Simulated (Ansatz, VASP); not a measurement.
Given: the input of a run of Ansatz 0.2.0 on SiC.

Contents of input.yaml:

```yaml
crystal:
  lattice:
    - [3.076, 0.0, 0.0]
    - [-1.538, 2.663894142, 0.0]
    - [0.0, 0.0, 5.048]
  atoms:
    - { symbol: Si, position: [0.6666666667, 0.3333333333, 0.5] }
    - { symbol: Si, position: [0.3333333333, 0.6666666667, 0.0] }
    - { symbol: C, position: [0.6666666667, 0.3333333333, 0.885] }
    - { symbol: C, position: [0.3333333333, 0.6666666667, 0.385] }
hamiltonian:
  xc: r2scanh
  pseudopotentials: { kind: paw }
kpoints:
  mp_grid: { grid: [5, 5, 3] }
scf:
  occupations: { method: fermi_dirac, width: 0.05 }
output:
  forces: true
  stress: true
relax:
  f_tol: 0.01
  max_steps: 40
  cell: { stress_tol: 0.05 }
```

Potentials or basis: Ansatz PAW.

Run with:

```bash
$ ansatz run input.yaml --threads 2 --pin off --max-ram 5632MiB --backend cpu --events-out ev --progress --plain --runs-dir out
```

Translate it to VASP 6.6.1. Potentials there: VASP PAW PBE potentials, release 64 (Si, C).

As run (the cutoff follows the program's own potentials):

The input POSCAR:

```
SiC
1.0
    3.0760000000      0.0000000000      0.0000000000
   -1.5380000000      2.6638941420      0.0000000000
    0.0000000000      0.0000000000      5.0480000000
Si C
2 2
Direct
    0.6666666667      0.3333333333      0.5000000000
    0.3333333333      0.6666666667      0.0000000000
    0.6666666667      0.3333333333      0.8850000000
    0.3333333333      0.6666666667      0.3850000000
```

File INCAR.step1:

```
  PREC = Accurate
  ENCUT = 600
  EDIFF = 1E-5
  ISMEAR = -1
  SIGMA = 0.05
  LREAL = F
  LASPH = T
  NELM = 100
  ALGO = Normal
  LWAVE = T
  LCHARG = F
  GGA = PE
  NBANDS = 16
```

The input INCAR.step2:

```
  PREC = Accurate
  ENCUT = 600
  EDIFF = 1E-6
  ISMEAR = -1
  SIGMA = 0.05
  LREAL = F
  LASPH = T
  NELM = 100
  ALGO = Normal
  ISIF = 3
  LWAVE = F
  LCHARG = F
  METAGGA = R2SCAN
  LHFCALC = T
  AEXX = 0.1
  LMIXTAU = T
  PRECFOCK = Normal
  IBRION = 2
  NSW = 60
  EDIFFG = -0.01
  ISTART = 1
```

File KPOINTS:

```
regular mesh
0
Gamma
  5 5 3
```

Potentials or basis: VASP PAW PBE potentials, release 64 (Si, C).

Command:

```console
$ cat potpaw_PBE.64/Si/POTCAR potpaw_PBE.64/C/POTCAR > POTCAR
$ cp INCAR.step1 INCAR
$ mpirun -np 1 vasp_std > vasp.out
$ cp INCAR.step2 INCAR
$ mpirun -np 1 vasp_std > vasp.out
```

Both were run:

|  | VASP | Ansatz | Ansatz less VASP |
| --- | --- | --- | --- |
| gap on the k mesh at the Fermi level, each at its own relaxed structure (eV) | 3.91 | 3.88 | -0.022 |
| relaxed volume (Å³/atom) | 10.27 | 10.28 | +0.015 |
| relaxed cell length with the largest relative difference (Å) | 3.069 | 3.071 | +0.0016 |

VASP's potentials were made for PBE, not for r2SCANh.

The k mesh is coarse, so the values compare programs but aren't converged. Noted on Ansatz's run: odd divisions of the mesh miss points on the zone boundary, where band edges often lie, so the gap on the mesh can be too wide; the plane-wave basis is chosen anew once the cell has moved, so the energies of steps on either side of that aren't comparable.
